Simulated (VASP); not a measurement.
Wanted: the native input for a VASP 6.6.1 run.

- Task: single point
- Functional: PBEsol
- Potentials or basis: VASP PAW PBE potentials, release 64 (Sn_d, Te)
- Cutoff: 500 eV
- k mesh: 4 × 4 × 4
- Occupations: fermi-dirac, width 0.1 eV
- Spin: no spin polarisation
- Dipole correction: no
- Further INCAR settings: ALGO = Normal; EDIFF = 1e-06; NBANDS = 24

The structure of SnTe3 lies in POSCAR:

```
SnTe3
1.0
    0.0000000000      3.8013876534      3.8013876534
    3.8013876534      0.0000000000      3.8013876534
    3.8013876534      3.8013876534      0.0000000000
Sn Te
1 3
Direct
    0.0000000000      0.0000000000      0.0000000000
    0.2500000000      0.2500000000      0.2500000000
    0.7500000000      0.7500000000      0.7500000000
    0.5000000000      0.5000000000      0.5000000000
```

The input as run:

INCAR

```
  PREC = Accurate
  ENCUT = 500
  EDIFF = 1E-6
  ISMEAR = -1
  SIGMA = 0.1
  LREAL = False
  LASPH = True
  NELM = 120
  ALGO = Normal
  ISIF = 2
  LWAVE = False
  LCHARG = False
  GGA = PS
  NBANDS = 24
  GGA_COMPAT = False
```

KPOINTS

```
regular mesh
0
Gamma
  4 4 4
```

Potentials or basis: VASP PAW PBE potentials, release 64 (Sn_d, Te).

Command:

```bash
$ cat potpaw_PBE.64/Sn_d/POTCAR potpaw_PBE.64/Te/POTCAR > POTCAR
$ mpirun -np 1 vasp_std > vasp.out
```

It gave:

```
Pressure               : 0.0 GPa
Band gap on the k mesh : zero (band 16 reaches 8.60 eV, above the bottom of band 17 at 6.22 eV)
```

Caveat: the PAW data sets were made with another functional, which shifts forces and pressure a little; spin-orbit coupling is left out, which moves the levels of the heavy elements.

Wall time 17 s on 1 thread of Intel(R) Xeon(R) Platinum 8488C (Sapphire Rapids), on a shared host, peak memory 0.23 GiB.
